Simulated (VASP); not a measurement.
Crystal: InSb.

```
In Sb
1.0
     0.00000    3.23910    3.23910
     3.23910    0.00000    3.23910
     3.23910    3.23910    0.00000
In Sb
1 1
Direct
  0.00000 0.00000 0.00000
  0.75000 0.75000 0.75000
```

* Program: VASP 6.6.1
* Task: relaxation of cell and atoms
* Functional: PBE
* Dispersion: D3(BJ)
* Potentials or basis: VASP PAW PBE potentials, release 64 (In_d, Sb)
* Cutoff: 600 eV
* k mesh: 12 × 12 × 12
* Occupations: gaussian, width 0.1 eV
* Spin: no spin polarisation

At the start: pressure 1.4 GPa; volume 33.98 Å³/atom.

Problem. Where does the relaxation end?

Solution. Over 3 steps the energy falls by 4.3 meV/atom and the volume is 35.02 Å³/atom (+3.1 %); space group F-43m (No. 216, to 0.1 Å) before and after.

The path:
```csv
step,energy change (eV),largest force (eV/Å),pressure (GPa),volume (Å³)
1,0.0000,0.0000,1.36,67.97
2,-0.0074,0.0000,-0.46,70.85
3,-0.0086,0.0000,0.01,70.05
```

Final structure:
```
In Sb
1.0
     0.00000    3.27184    3.27184
     3.27184    0.00000    3.27184
     3.27184    3.27184    0.00000
In Sb
1 1
Direct
  0.00000 0.00000 0.00000
  0.75000 0.75000 0.75000
```
